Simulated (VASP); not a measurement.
Runs of VASP 6.6.1 on Se. The structure is orthorhombic, space group Cmcm (No. 63). The conventional cell has a = 2.789 Å, b = 8.078 Å, c = 4.613 Å, α = 90.00°, β = 90.00°, γ = 90.00°. Se (site symmetry m2m) has 4 Se at 2.53 to 2.79 Å within 3.3 Å. 

| task | level | potentials or basis | k mesh | cutoff (eV) | smearing | gap on the mesh (eV) | pressure (GPa) | largest force (eV/Å) |
| --- | --- | --- | --- | --- | --- | --- | --- | --- |
| single point | LDA | VASP PAW LDA potentials, release 64 (Se) | 10 × 10 × 6 | 520 | gaussian 0.05 eV | none | -2.5 | 0.13 |
| single point | PBE | VASP PAW PBE potentials, release 64 (Se) | 10 × 10 × 6 | 520 | gaussian 0.05 eV | none | 1.6 | 0.03 |
| single point | PBE | VASP PAW PBE potentials, release 64 (Se) | 10 × 10 × 6 | 520 | fermi-dirac 0.05 eV | none | 1.6 | 0.03 |
| single point | PBE | VASP PAW PBE potentials, release 64 (Se) | 4 × 4 × 2 | 500 | fermi-dirac 0.06 eV | none | (a) | 0.68 |

Alike in all rows: no spin polarisation; cell as given.

**Question.** Fill in the values left out.

**Answer.** (a) 2.2.

Caveats: some runs use coarse meshes.

A k mesh can miss the band edges, and the runs leave out spin-orbit coupling on Se.

A gap of «none» marks levels without a gap at the run's occupations.
